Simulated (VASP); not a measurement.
Write the native input for VASP 6.6.1 that does the following.

```yaml
Task: single point
Functional: PBEsol
Potentials_or_basis: VASP PAW PBE potentials, release 64 (Ge_d)
Cutoff: 520 eV
k_mesh: 16 × 16 × 16
Occupations: gaussian, width 0.15 eV
Spin: no spin polarisation
Dipole_correction: no
Further_INCAR_settings: ALGO = Normal; EDIFF = 1e-07; NBANDS = 21
```

The structure of Ge lies in POSCAR:

```
Ge
1.0
   -0.2986239683      2.6876157144      2.6876157144
    2.6876157144     -0.2986239683      2.6876157144
    2.6876157144      2.6876157144     -0.2986239683
Ge
2
Direct
    0.5000000000      0.5000000000      0.5000000000
    0.7500000000      0.7500000000      0.7500000000
```

This cell differs from its parent crystal: ratio of the length along [111] to the lengths across it x 0.85, volume and fractional coordinates fixed.

One way to write it, as run:

INCAR

```
SYSTEM = Ge
PREC = Accurate
ENCUT = 520
EDIFF = 1E-7
ISMEAR = 0
SIGMA = 0.15
LREAL = .FALSE.
LASPH = .TRUE.
NELM = 60
ALGO = Normal
ISIF = 2
LWAVE = .FALSE.
LCHARG = .FALSE.
GGA = PS
NBANDS = 21
```

KPOINTS

```
regular mesh
0
G
  16 16 16
  0 0 0
```

Potentials or basis: VASP PAW PBE potentials, release 64 (Ge_d).

Command:

```bash
$ cat potpaw_PBE.64/Ge_d/POTCAR > POTCAR
$ mpirun -np 1 vasp_std > vasp.out
```

It gave:

```yaml
Pressure: 4.3 GPa
Largest_force: 2.764 eV/Å
Band_gap_on_the_k_mesh: zero (bands 14 and 15 overlap by 1.02 eV)
```

Caveat: the cell stands under pressure; the PAW data sets were made with another functional, which shifts forces and pressure a little.

It took 4.9 min on 1 thread of Intel Xeon 8259CL, on a shared host, peak memory 0.4 GiB.
